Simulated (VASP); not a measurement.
# TaN in VASP: notebook

TaN is run at these levels: PBE; tasks: single point.

Everything below comes from runs of VASP 6.6.1. Logs are shortened: lines on timing, memory, paths and dates and some standing lists are left out, and cuts for length are marked.

## 1. The cell of the first run

It takes space group I4/mmm (No. 139, tetragonal). The conventional cell has a = 3.174 Å, b = 3.174 Å, c = 4.358 Å, α = 90.00°, β = 90.00°, γ = 90.00°. Ta (site symmetry 4/mmm) has 6 N at 2.18 to 2.24 Å within 2.9 Å. N (site symmetry 4/mmm) has 6 Ta at 2.18 to 2.24 Å within 2.9 Å.

## 2. Single point, PBE (equal xx and yy strain of +3 %)

Input file INCAR:

```
SYSTEM = TaN
PREC     = Accurate       ! precision mode
ENCUT    = 520            ! plane-wave cutoff, eV
EDIFF    = 1E-6           ! SCF threshold, eV
ISMEAR   = -1             ! smearing method
SIGMA    = 0.02           ! smearing width, eV
LREAL    = .FALSE.        ! projectors in reciprocal space
LASPH    = .TRUE.         ! aspherical terms in the spheres
NELM     = 60             ! most SCF steps
ALGO     = Normal         ! electronic algorithm
ISIF     = 2              ! what is computed and relaxed
LWAVE    = .FALSE.        ! write WAVECAR
LCHARG   = .FALSE.        ! write CHGCAR
GGA      = PE             ! functional
NBANDS   = 15             ! bands
```

Input file KPOINTS:

```
Automatic mesh
0
G
  9 9 9
  0 0 0
```

Input file POSCAR:

```
TaN
1.0
    0.0000000000      2.2443700000      2.1790000000
    2.2443700000      0.0000000000      2.1790000000
    2.2443700000      2.2443700000      0.0000000000
Ta N
1 1
Direct
    0.5000000000      0.5000000000      0.5000000000
    0.0000000000      0.0000000000      0.0000000000
```

Potentials or basis: VASP PAW PBE potentials, release 64 (Ta_pv, N).

Started as:

```bash
$ cat potpaw_PBE.64/Ta_pv/POTCAR potpaw_PBE.64/N/POTCAR > POTCAR
$ mpirun -np 1 vasp_std > vasp.out
```

OUTCAR:

```text
SYSTEM = TaN
   PREC = Accurate
   ENCUT = 520
   EDIFF = 1E-6
   ISMEAR = -1
   LREAL = .FALSE.
   LASPH = .TRUE.
   NELM = 60
   ISIF = 2
   GGA = PE

 ion  position               nearest neighbor table
   1  0.500  0.500  0.500-   2 2.18   2 2.18   2 2.24   2 2.24   2 2.24   2 2.24
   2  0.000  0.000  0.000-   1 2.18   1 2.18   1 2.24   1 2.24   1 2.24   1 2.24

  LATTYP: Found a body centered tetragonal cell.
 ALAT       =     3.1740184930
 C/A-ratio  =     1.3730228761

  Lattice vectors:

 A1 = (   0.0000000000,  -2.2443700000,  -2.1790000000)
 A2 = (   0.0000000000,   2.2443700000,  -2.1790000000)
 A3 = (   2.2443700000,   0.0000000000,   2.1790000000)

Analysis of symmetry for initial positions (statically):
=====================================================================
 Subroutine PRICEL returns:
 Original cell was already a primitive cell.

 Routine SETGRP: Setting up the symmetry group for a
 body centered tetragonal supercell.

 Subroutine GETGRP returns: Found 16 space group operations
 (whereof 16 operations were pure point group operations)
 out of a pool of 16 trial point group operations.

The static configuration has the point symmetry D_4h.

Analysis of symmetry for dynamics (positions and initial velocities):
=====================================================================
 Subroutine PRICEL returns:
 Original cell was already a primitive cell.

 Routine SETGRP: Setting up the symmetry group for a
 body centered tetragonal supercell.

 Subroutine GETGRP returns: Found 16 space group operations
 (whereof 16 operations were pure point group operations)
 out of a pool of 16 trial point group operations.

The dynamic configuration has the point symmetry D_4h.

 Subroutine INISYM returns: Found 16 space group operations
 (whereof 16 operations are pure point group operations),
 and found     1 'primitive' translations

----------------------------------------------------------------------------------------

                                     Primitive cell

  volume of cell :      21.9521

  direct lattice vectors                    reciprocal lattice vectors
     0.000000000  2.244370000  2.179000000    -0.222779666  0.222779666  0.229463056
     2.244370000  0.000000000  2.179000000     0.222779666 -0.222779666  0.229463056
     2.244370000  2.244370000  0.000000000     0.222779666  0.222779666 -0.229463056

  length of vectors
     3.128136458  3.128136458  3.174018493     0.389762561  0.389762561  0.389762561

  position of ions in fractional coordinates (direct lattice)
     0.500000000  0.500000000  0.500000000
     0.000000000  0.000000000  0.000000000

  ion indices of the primitive-cell ions
   primitive index   ion index
                 1           1
                 2           2

----------------------------------------------------------------------------------------

 KPOINTS: Automatic mesh

Automatic generation of k-mesh.
 Grid dimensions read from file:
 generate k-points for:    9    9    9

 Generating k-lattice:

  Cartesian coordinates                     Fractional coordinates (reciprocal lattice)
    -0.024753296  0.024753296  0.025495895     0.111111111  0.000000000  0.000000000
     0.024753296 -0.024753296  0.025495895     0.000000000  0.111111111  0.000000000
     0.024753296  0.024753296 -0.025495895     0.000000000  0.000000000  0.111111111

  Length of vectors
     0.043306951  0.043306951  0.043306951

  Shift w.r.t. Gamma in fractional coordinates (k-lattice)
     0.000000000  0.000000000  0.000000000

 Subroutine IBZKPT returns following result:
 ===========================================

 Found     75 irreducible k-points:

 Following reciprocal coordinates:
            Coordinates               Weight
  0.000000  0.000000  0.000000      1.000000
  0.111111 -0.000000  0.000000      8.000000
  0.222222 -0.000000  0.000000      8.000000
  0.333333 -0.000000  0.000000      8.000000
  0.444444 -0.000000  0.000000      8.000000
  0.111111  0.111111  0.000000      2.000000
[... 16 lines left out ...]
 -0.333333  0.333333  0.000000      4.000000
  0.444444  0.444444  0.000000      2.000000
 [... further k-points ...]
   k-points           NKPTS =     75   k-points in BZ     NKDIM =     75   number of bands    NBANDS=     15
   number of dos      NEDOS =    301   number of ions     NIONS =      2
   total plane-waves  NPLWV =  13824
   dimension x,y,z NGX =    24 NGY =   24 NGZ =   24
   dimension x,y,z NGXF=    48 NGYF=   48 NGZF=   48
   ions per type =               1   1
   NGX,Y,Z   is equivalent  to a cutoff of  12.75, 12.75, 12.57 a.u.
   NGXF,Y,Z  is equivalent  to a cutoff of  25.51, 25.51, 25.14 a.u.
 SYSTEM =  TaN
   PREC   = accura    normal or accurate (medium, high low for compatibility)
   ISTART =      0    job   : 0-new  1-cont  2-samecut
   ICHARG =      2    charge: 1-file 2-atom 10-const
   ISPIN  =      1    spin polarized calculation?
   LNONCOLLINEAR =      F non collinear calculations
   LSORBIT =      F    spin-orbit coupling
   LASPH  =      T    aspherical Exc in radial PAW
   ENCUT  =  520.0 eV  38.22 Ry    6.18 a.u.   5.82  5.82  5.90*2*pi/ulx,y,z
   NELM   =     60;   NELMIN=  2; NELMDL= -5     # of ELM steps
   EDIFF  = 0.1E-05   stopping-criterion for ELM
   LREAL  =      F    real-space projection
   EDIFFG = 0.1E-04   stopping-criterion for IOM
   NSW    =      0    number of steps for IOM
   IBRION =     -1    ionic relax: 0-MD 1-quasi-New 2-CG
   NFREE  =      0    steps in history (QN), initial steepest desc. (CG)
   ISIF   =      2    stress and relaxation
   ISYM   =      2    0-nonsym 1-usesym 2-fastsym
   POTIM  = 0.5000    time-step for ionic-motion
   TEBEG  =    0.0;   TEEND  =   0.0 temperature during run
   PSTRESS=    0.0 pullay stress
   NELECT =      16.0000    total number of electrons
   NUPDOWN=      -1.0000    fix difference up-down
   EMIN   =  10.00;   EMAX   =-10.00  energy-range for DOS
   EFERMI =   0.00;   METHOD = LEGACY
   ISMEAR =    -1;   SIGMA  =   0.02  broadening in eV -4-tet -1-fermi 0-gaus
   EFERMI_NEDOS =   21; number of points for ismear=-14 and -15
   IALGO  =     38    algorithm
   IMIX   =      4    mixing-type and parameters
     AMIX     =   0.40;   BMIX     =  1.00
     AMIX_MAG =   1.60;   BMIX_MAG =  1.00
  volume/ion in A,a.u.               =      10.98        74.07
  Fermi-wavevector in a.u.,A,eV,Ry     =   1.473294  2.784122 29.532744  2.170595
  Thomas-Fermi vector in A             =   2.588205
   LORBIT       =      0    0 simple, 1 ext, 2 COOP (PROOUT), +10 PAW based schemes
   GGA     = PE    functional components
   LHFCALC =     F    Hartree Fock is set to
   AEXX    =    0.0000 exact exchange contribution
   IVDW    =     0    specifies the selected vdW correction
   LEPSILON=     F    determine dielectric tensor
   LRPA    =     F    only Hartree local field effects (RPA)
 non-spin polarized calculation
  energy-cutoff  :      520.00
  volume of cell :       21.95
 maximum number of plane-waves:       604
   NGX = 11   NGY = 11   NGZ = 11

 number of electron      16.0000002 magnetization

 Free energy of the ion-electron system (eV)
  ---------------------------------------------------
  ext. energy  EPLUGINS =         0.00000000
  ---------------------------------------------------
  free energy    TOTEN  =       -21.80074803 eV

  energy without entropy =      -21.80001609  energy(sigma->0) =      -21.80038206

 E-fermi :   9.0976     XC(G=0): -13.2602

 val. band max:        9.0467608258   @ k =   0.2222  -0.0000   0.1111
 cond. band min:       9.1246231934   @ k =  -0.2222   0.0000   0.2222
 fundamental gap:      0.0778623676
 Fermi energy:         9.0976321851

 k-point     1 :       0.0000    0.0000    0.0000
  band No.  band energies     occupation
      1     -26.6590      2.00000
      2     -26.6590      2.00000
      3     -26.6177      2.00000
      4      -9.4198      2.00000
      5       5.4068      2.00000
      6       5.4068      2.00000
      7       5.5343      2.00000
      8       7.0678      2.00000
      9       7.0678      2.00000
     10       7.3893      2.00000
     11       9.0394      1.89683
     12       9.2037      0.00988
     13      10.7037      0.00000
     14      18.5892      0.00000
     15      21.4894      0.00000

 k-point     2 :       0.1111   -0.0000    0.0000
  band No.  band energies     occupation
      1     -26.7420      2.00000
      2     -26.6698      2.00000
      3     -26.6358      2.00000
      4      -9.1429      2.00000
      5       4.1660      2.00000
      6       4.5586      2.00000
      7       4.6638      2.00000
      8       7.5131      2.00000
      9       7.5491      2.00000
     10       7.7437      2.00000
     11      10.0761      0.00000
     12      10.2643      0.00000
     13      11.5775      0.00000
     14      19.4424      0.00000
     15      21.4891      0.00000

 k-point     3 :       0.2222   -0.0000    0.0000
  band No.  band energies     occupation
      1     -26.9707      2.00000
      2     -26.6971      2.00000
      3     -26.6556      2.00000
      4      -8.4032      2.00000
      5       2.1698      2.00000
      6       3.3134      2.00000
      7       3.3851      2.00000
      8       8.2310      2.00000
      9       8.4962      2.00000
     10       8.5529      2.00000
     11      12.1171      0.00000
     12      12.2740      0.00000
     13      13.3246      0.00000
     14      21.1469      0.00000
     15      21.4915      0.00000

 k-point     4 :       0.3333   -0.0000    0.0000
  band No.  band energies     occupation
      1     -27.2212      2.00000
      2     -26.7280      2.00000
      3     -26.6754      2.00000
      4      -7.4488      2.00000
      5       0.3829      2.00000
      6       2.3736      2.00000
      7       2.4094      2.00000
      8       9.2400      0.00162
      9       9.7464      0.00000
     10       9.8208      0.00000
     11      13.7942      0.00000
     12      14.2202      0.00000
     13      15.0163      0.00000
     14      20.7982      0.00000
     15      21.5085      0.00000
[... 307 lines left out ...]
 k-point    22 :      -0.4444    0.3333    0.0000
  band No.  band energies     occupation
      1     -27.2043      2.00000
      2     -27.0150      2.00000
      3     -26.8779      2.00000
      4      -7.6931      2.00000
      5       1.7700      2.00000
      6       2.6455      2.00000
      7       3.3121      2.00000
      8       6.5746      2.00000
      9      11.6373      0.00000
     10      11.8137      0.00000
     11      13.3388      0.00000
     12      14.0331      0.00000
     13      16.8400      0.00000
     14      19.0215      0.00000
     15      21.4960      0.00000

 k-point    23 :      -0.3333    0.3333    0.0000
  band No.  band energies     occupation
      1     -27.1441      2.00000
      2     -27.0858      2.00000
      3     -26.8326      2.00000
      4      -7.4166      2.00000
      5       0.9252      2.00000
      6       2.6593      2.00000
      7       2.6761      2.00000
      8       8.2369      2.00000
      9      10.8462      0.00000
     10      10.9257      0.00000
     11      13.4236      0.00000
     12      15.0751      0.00000
     13      18.1144      0.00000
     14      19.7995      0.00000
     15      20.3361      0.00000

 k-point    24 :       0.4444    0.4444    0.0000
  band No.  band energies     occupation
      1     -27.2526      2.00000
      2     -26.9263      2.00000
      3     -26.9263      2.00000
      4      -8.1170      2.00000
      5       2.5526      2.00000
      6       3.9682      2.00000
      7       4.4826      2.00000
      8       4.4826      2.00000
      9      11.1355      0.00000
     10      12.5425      0.00000
     11      12.5425      0.00000
     12      13.2338      0.00000
     13      16.2454      0.00000
     14      18.1439      0.00000
     15      21.4955      0.00000

 [... further k-points ...]
[... 5 lines left out ...]
  --------------------------------------------------------------------------------------
  -------------------------------------------------------------------------------------
  Total       -1.3995781     -1.3995781      0.8895094      0.0000000      0.0000000     -0.0000000
  in kB     -102.1484070   -102.1484070     64.9209706      0.0000000      0.0000000     -0.0000000
  external PRESSURE =     -46.4586145 kB  Pullay stress =       0.0000000 kB

 VOLUME and BASIS-vectors are now :
 -----------------------------------------------------------------------------
  energy-cutoff  :      520.00
  volume of cell :       21.95
      direct lattice vectors                 reciprocal lattice vectors
     0.000000000  2.244370000  2.179000000    -0.222779666  0.222779666  0.229463056
     2.244370000  0.000000000  2.179000000     0.222779666 -0.222779666  0.229463056
     2.244370000  2.244370000  0.000000000     0.222779666  0.222779666 -0.229463056

 POSITION                                       TOTAL-FORCE (eV/Angst)
 -----------------------------------------------------------------------------------
      2.24437      2.24437      2.17900        -0.000000      0.000000     -0.000000
      0.00000      0.00000      0.00000         0.000000     -0.000000      0.000000
 -----------------------------------------------------------------------------------
    total drift:                                0.000000     -0.000000     -0.000000

  FREE ENERGIE OF THE ION-ELECTRON SYSTEM (eV)
  ---------------------------------------------------
  free  energy   TOTEN  =       -21.8007480347 eV

  energy  without entropy=      -21.8000160888  energy(sigma->0) =      -21.80038206
```

It took 9.4 s on 1 thread of Intel Xeon Platinum 8488C (Sapphire Rapids), shared host; peak memory 0.15 GiB.

Results:

- Free energy: -21.8007 eV
- Pressure: -4.6 GPa
- Band gap on the k mesh: zero (band 8 reaches 10.62 eV, above the bottom of band 9 at 7.07 eV)

Levels at points of the mesh, in eV from the Fermi level:
| k point | band 4 | band 5 | band 6 | band 7 | band 8 | band 9 | band 10 | band 11 | band 12 | band 13 |
| --- | --- | --- | --- | --- | --- | --- | --- | --- | --- | --- |
| (0.00, 0.00, 0.00) | -18.52 | -3.69 | -3.69 | -3.56 | -2.03 | -2.03 | -1.71 | -0.06 | 0.11 | 1.61 |

Caveat: the cell differs from its parent crystal (equal xx and yy strain of +3 %); spin-orbit coupling is left out, which moves the levels of the heavy elements.

## 3. Single point, PBE (equal xy, yz and zx shear strains of -3 %)

Input file INCAR:

```
ALGO     = Normal         # electronic algorithm
EDIFF    = 1E-7           # SCF threshold, eV
ENCUT    = 520            # plane-wave cutoff, eV
GGA      = PE             # functional
ISIF     = 2              # what is computed and relaxed
ISMEAR   = -1             # smearing method
LASPH    = True           # aspherical terms in the spheres
LCHARG   = False          # write CHGCAR
LREAL    = False          # projectors in reciprocal space
LWAVE    = False          # write WAVECAR
NBANDS   = 15             # bands
NELM     = 80             # most SCF steps
PREC     = Accurate       # precision mode
SIGMA    = 0.02           # smearing width, eV
```

Input file KPOINTS:

```
k-points
0
Gamma
  9 9 9
```

Input file POSCAR:

```
TaN
1.0
   -0.0653700000      2.1463150000      2.1463150000
    2.1463150000     -0.0653700000      2.1463150000
    2.1463150000      2.1463150000     -0.0653700000
Ta N
1 1
Direct
    0.5000000000      0.5000000000      0.5000000000
    0.0000000000      0.0000000000      0.0000000000
```

Potentials or basis: VASP PAW PBE potentials, release 64 (Ta_pv, N).

Started as:

```bash
$ cat potpaw_PBE.64/Ta_pv/POTCAR potpaw_PBE.64/N/POTCAR > POTCAR
$ mpirun -np 1 vasp_std > vasp.out
```

Run time: 12 s. Hardware: 1 thread of Intel Xeon Platinum 8488C (Sapphire Rapids), shared host; peak memory 0.15 GiB.

Results (log left out):

```yaml
Free_energy: -21.7756 eV
Pressure: 15.8 GPa
Band_gap_on_the_k_mesh: zero (band 8 reaches 11.55 eV, above the bottom of band 9 at 7.42 eV)
```

Stress tensor (GPa, compression positive):
```
15.81  2.10  2.10
 2.10 15.81  2.10
 2.10  2.10 15.81
```

Levels at points of the mesh, in eV from the Fermi level:
```csv
k point,band 5,band 6,band 7,band 8,band 9,band 10,band 11,band 12
"(0.00, 0.00, 0.00)",-3.82,-3.82,-3.57,-2.29,-2.29,-1.56,0.27,0.27
```

Caveat: the cell differs from its parent crystal (equal xy, yz and zx shear strains of -3 %); spin-orbit coupling is left out, which moves the levels of the heavy elements.

## 4. Single point, PBE (equal xy, yz and zx shear strains of -1 %)

Input file INCAR:

```
SYSTEM = TaN
ALGO = Normal
EDIFF = 1E-7
ENCUT = 520
GGA = PE
ISIF = 2
ISMEAR = -1
LASPH = .True.
LCHARG = .False.
LREAL = .False.
LWAVE = .False.
NBANDS = 15
NELM = 80
PREC = Accurate
SIGMA = 0.02
```

Input file KPOINTS:

```
k-points
0
Gamma
  9 9 9
  0 0 0
```

Input file POSCAR:

```
TaN
1.0
   -0.0217900000      2.1681050000      2.1681050000
    2.1681050000     -0.0217900000      2.1681050000
    2.1681050000      2.1681050000     -0.0217900000
Ta N
1 1
Direct
    0.5000000000      0.5000000000      0.5000000000
    0.0000000000      0.0000000000      0.0000000000
```

Started as:

```bash
$ cat potpaw_PBE.64/Ta_pv/POTCAR potpaw_PBE.64/N/POTCAR > POTCAR
$ mpirun -np 1 vasp_std > vasp.out
```

It took 12 s on 1 thread of Intel Xeon Platinum 8488C (Sapphire Rapids), shared host; peak memory 0.15 GiB.

It converged, with:

* Free energy: -21.7849 eV
* Pressure: 15.5 GPa
* Band gap on the k mesh: zero (band 8 reaches 11.50 eV, above the bottom of band 9 at 7.59 eV)

Stress tensor (GPa, compression positive):
```
15.49  0.56  0.56
 0.56 15.49  0.56
 0.56  0.56 15.49
```

Levels at points of the mesh, in eV from the Fermi level:
```csv
k point,band 5,band 6,band 7,band 8,band 9,band 10,band 11,band 12
"(0.00, 0.00, 0.00)",-3.82,-3.82,-3.74,-2.15,-2.15,-1.91,0.19,0.19
```

Caveat: the cell differs from its parent crystal (equal xy, yz and zx shear strains of -1 %); spin-orbit coupling is left out, which moves the levels of the heavy elements.

## 5. The runs side by side

```tsv
cell	gap on the mesh (eV)	pressure (GPa)
a = 3.128, b = 3.128, c = 3.174 Å, angles 59.5, 59.5, 61.0°, 2 atoms	none	-4.6
a = 3.036 Å, angles 62.0°, 2 atoms	none	15.8
a = 3.066 Å, angles 60.7°, 2 atoms	none	15.5
```

Alike in all rows: task single point; level PBE; potentials or basis VASP PAW PBE potentials, release 64 (Ta_pv, N); no spin polarisation; k mesh 9 × 9 × 9; cutoff (eV) 520; smearing fermi-dirac 0.02 eV.

Caveats: spin-orbit coupling is left out, which moves the levels of the heavy elements.

Absolute energies hang on the potentials; compare differences alone.
